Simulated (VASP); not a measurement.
Input of a VASP 6.6.1 run:

INCAR

```
SYSTEM = SiNi3
PREC = Accurate ; ENCUT = 520
EDIFF = 1E-6 ; ISMEAR = 0
SIGMA = 0.1 ; LREAL = .False.
LASPH = .True. ; NELM = 80
ALGO = Fast ; ISIF = 2
LWAVE = .False. ; LCHARG = .True.
GGA = PE ; LELF = .True.
LVHAR = .True. ; NBANDS = 25
```

The input KPOINTS:

```
Automatic mesh
0
Gamma
  14 14 14
  0 0 0
```

File POSCAR:

```
SiNi3
1.0
   -2.3349380354      2.3349380354      2.3349380354
    2.3349380354     -2.3349380354      2.3349380354
    2.3349380354      2.3349380354     -2.3349380354
Si Ni
1 3
Direct
    0.0000000000      0.0000000000      0.0000000000
    0.0000000000      0.5000000000      0.5000000000
    0.5000000000      0.0000000000      0.5000000000
    0.5000000000      0.5000000000      0.0000000000
```

Potentials or basis: VASP PAW PBE potentials, release 64 (Si, Ni).

Launch:

```console
$ cat potpaw_PBE.64/Si/POTCAR potpaw_PBE.64/Ni/POTCAR > POTCAR
$ mpirun -np 1 vasp_std > vasp.out
```

Question: Predict the band gap on the k mesh.

Answer: Zero (band 17 reaches 8.90 eV, above the bottom of band 18 at 7.70 eV).

Question: Predict the pressure.

Answer: 0.1 GPa.

Spin polarisation is off, so any magnetic state and its effect on volume and gap are missing.
